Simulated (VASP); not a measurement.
# SnO in VASP: settings compared, part 2 of 2

VASP 6.6.1. Earlier steps stand in the parts before.

## (5) Single point, revPBE

The input, INCAR:

```
SYSTEM = SnO
GGA = RE
ISMEAR = 0
SIGMA = 0.03
LWAVE = .False.
LCHARG = .False.
ISIF = 2
PREC = Accurate
LASPH = .True.
LREAL = .False.
ALGO = Normal
EDIFF = 1E-6
NELM = 120
GGA_COMPAT = .False.
ENCUT = 520
EFERMI = MIDGAP
```

The input, KPOINTS:

```
k-points
0
Gamma
  6 6 5
```

The input, POSCAR:

```
SnO
1.0
    3.8136952200      0.0000000000      0.0000000000
    0.0000000000      3.8136952200      0.0000000000
    0.0000000000      0.0000000000      4.8869133000
Sn O
2 2
Direct
    0.5000000000      0.0000000000      0.7646261400
    0.0000000000      0.5000000000      0.2353738600
    0.0000000000      0.0000000000      0.0000000000
    0.5000000000      0.5000000000      0.0000000000
```

Potentials or basis: VASP PAW PBE potentials, release 64 (Sn_d, O).

On the command line:

```console
cat potpaw_PBE.64/Sn_d/POTCAR potpaw_PBE.64/O/POTCAR > POTCAR
mpirun -np 1 vasp_std > vasp.out
```

OUTCAR:

```text
SYSTEM = SnO
   GGA = RE
   ISMEAR = 0
   ISIF = 2
   PREC = Accurate
   LASPH = .True.
   LREAL = .False.
   EDIFF = 1E-6
   NELM = 120
   ENCUT = 520
   EFERMI = MIDGAP

 Found     30 irreducible k-points:

 Following reciprocal coordinates:
            Coordinates               Weight
  0.000000  0.000000  0.000000      1.000000
  0.166667  0.000000  0.000000      4.000000
[... 248 lines left out ...]

  FORCE on cell =-STRESS in cart. coord.  units (eV):
  Direction    XX          YY          ZZ          XY          YZ          ZX
  --------------------------------------------------------------------------------------
  -------------------------------------------------------------------------------------
  Total        2.7274892      2.7274892      2.1731337      0.0000000      0.0000000      0.0000000
  in kB       61.4818644     61.4818644     48.9858260      0.0000000      0.0000000      0.0000000
  external PRESSURE =      57.3165183 kB  Pullay stress =       0.0000000 kB

 VOLUME and BASIS-vectors are now :
 -----------------------------------------------------------------------------
  energy-cutoff  :      520.00
  volume of cell :       71.08
      direct lattice vectors                 reciprocal lattice vectors
     3.813695220  0.000000000  0.000000000     0.262212878  0.000000000  0.000000000
     0.000000000  3.813695220  0.000000000     0.000000000  0.262212878  0.000000000
     0.000000000  0.000000000  4.886913300     0.000000000  0.000000000  0.204628144

 POSITION                                       TOTAL-FORCE (eV/Angst)
 -----------------------------------------------------------------------------------
      1.90685      0.00000      3.73666         0.000000     -0.000000     -0.588500
      0.00000      1.90685      1.15025        -0.000000      0.000000      0.588500
      0.00000      0.00000      0.00000        -0.000000     -0.000000      0.000000
      1.90685      1.90685      0.00000         0.000000      0.000000      0.000000
 -----------------------------------------------------------------------------------
    total drift:                                0.000000      0.000000      0.000000

  FREE ENERGIE OF THE ION-ELECTRON SYSTEM (eV)
  ---------------------------------------------------
  free  energy   TOTEN  =       -21.3365648435 eV

  energy  without entropy=      -21.3365643621  energy(sigma->0) =      -21.33656460
```

OSZICAR:

```text
N       E                     dE             d eps       ncg     rms          rms(c)
DAV:   1     0.399216586658E+03    0.39922E+03   -0.20931E+04  1480   0.255E+03
DAV:   2     0.290523064675E+02   -0.37016E+03   -0.36345E+03  1568   0.572E+02
DAV:   3    -0.231728154401E+02   -0.52225E+02   -0.51254E+02  1736   0.191E+02
DAV:   4    -0.249688860528E+02   -0.17961E+01   -0.17945E+01  1656   0.406E+01
DAV:   5    -0.250242401675E+02   -0.55354E-01   -0.55349E-01  1896   0.697E+00    0.117E+01
DAV:   6    -0.213104625232E+02    0.37138E+01   -0.24689E+01  2432   0.518E+01    0.467E+00
DAV:   7    -0.213380666424E+02   -0.27604E-01   -0.22256E+00  1616   0.979E+00    0.260E+00
DAV:   8    -0.213550995691E+02   -0.17033E-01   -0.57166E-01  2208   0.585E+00    0.107E+00
DAV:   9    -0.213346172622E+02    0.20482E-01   -0.17924E-01  2224   0.421E+00    0.264E-01
DAV:  10    -0.213370624623E+02   -0.24452E-02   -0.18545E-02  1952   0.120E+00    0.181E-01
DAV:  11    -0.213364918628E+02    0.57060E-03   -0.54250E-03  2304   0.725E-01    0.335E-02
DAV:  12    -0.213365923547E+02   -0.10049E-03   -0.68918E-04  1544   0.167E-01    0.527E-02
DAV:  13    -0.213365637157E+02    0.28639E-04   -0.18893E-04  2120   0.153E-01    0.831E-03
DAV:  14    -0.213365650047E+02   -0.12890E-05   -0.14801E-05  1816   0.334E-02    0.611E-03
DAV:  15    -0.213365648435E+02    0.16118E-06   -0.23553E-06  1368   0.125E-02
   1 F= -.21336565E+02 E0= -.21336565E+02  d E =-.481461E-06
```

stdout:

```text
POSCAR found type information on POSCAR SnO
 POSCAR found :  2 types and       4 ions
 scaLAPACK will be used
 -----------------------------------------------------------------------------
|                                                                             |
|                                                                             |
|     You enforced a specific xc type in the INCAR file but a different       |
|     I HOPE YOU KNOW WHAT YOU ARE DOING!                                     |
|                                                                             |
 -----------------------------------------------------------------------------

 LDA part: xc-table for (Slater+PW92), standard interpolation
 POSCAR, INCAR and KPOINTS ok, starting setup
 FFT: planning ... GRIDC
 FFT: planning ... GRID_SOFT
 FFT: planning ... GRID
 WAVECAR not read
 entering main loop
```

Run time: 26 s. Hardware: 1 thread of AMD EPYC 9R45 (Zen 5), shared host; peak memory 0.16 GiB.

Results:

```
Free energy            : -21.3366 eV
Pressure               : 5.7 GPa
Largest force          : 0.589 eV/Å
Band gap on the k mesh : 0.15 eV (least direct gap 2.05 eV)
```

Forces on the atoms (eV/Å):
```
Sn   0.000  0.000 -0.589
Sn   0.000  0.000  0.589
O    0.000  0.000  0.000
O    0.000  0.000  0.000
```

Stress tensor (GPa, compression positive):
```
6.15 0.00 0.00
0.00 6.15 0.00
0.00 0.00 4.90
```

Levels at points of the mesh, in eV from the valence-band top:
```tsv
k point	band 18	band 19	band 20	band 21	band 22	band 23
(0.00, 0.00, 0.00)	-3.21	-3.21	0.00	2.06	4.32	4.73
(0.50, 0.00, 0.00)	-4.87	-2.69	-2.69	3.16	3.16	5.95
(0.50, 0.50, 0.00)	-2.55	-1.90	-1.90	0.15	0.15	4.50
```

Caveat: the cell stands under pressure; the PAW data sets were made with another functional, which shifts forces and pressure a little; spin-orbit coupling is left out, which moves the levels of the heavy elements; an odd mesh through Γ misses points on the zone boundary, where band edges can lie.

## (6) Summary

```tsv
level	potentials or basis	cell	k mesh	cutoff (eV)	smearing	dipole correction	tolerance level	purpose	start	gap on the mesh (eV)	pressure (GPa)	largest force (eV/Å)
PBE	VASP PAW PBE potentials, release 64 (Sn_d, O_h)	as given, atomic positions A	7 × 7 × 6	910	gaussian 0.028 eV	no	-	-	-	0.39	3.7	0.45
PBE	VASP PAW PBE potentials, release 64 (Sn_d, O)	as given, atomic positions B	6 × 6 × 5	450	gaussian 0.02 eV	-	-	-	-	0.11	-	0.41
PBE	VASP PAW PBE potentials, release 64 (Sn_d, O_h)	as given, atomic positions A	7 × 7 × 6	910	gaussian 0.019 eV	no	-	-	-	0.39	3.7	0.45
revPBE	VASP PAW PBE potentials, release 64 (Sn_d, O)	as given, atomic positions A	6 × 6 × 5	520	gaussian 0.03 eV	-	tight	restart	from scratch	0.15	5.7	0.59
```

Alike in all rows: task single point; no spin polarisation.

Caveats: spin-orbit coupling is left out, which moves the levels of the heavy elements; an odd mesh through Γ misses points on the zone boundary, where band edges can lie; the cutoff is under 1.25 times the usual one of these potentials, so pressure, stress and relaxed cells hold a basis-set (Pulay) error (at least some runs); the cell stands under pressure (at least some runs); the PAW data sets were made with another functional, which shifts forces and pressure a little (at least some runs).

Absolute energies hang on the potentials; compare differences alone.
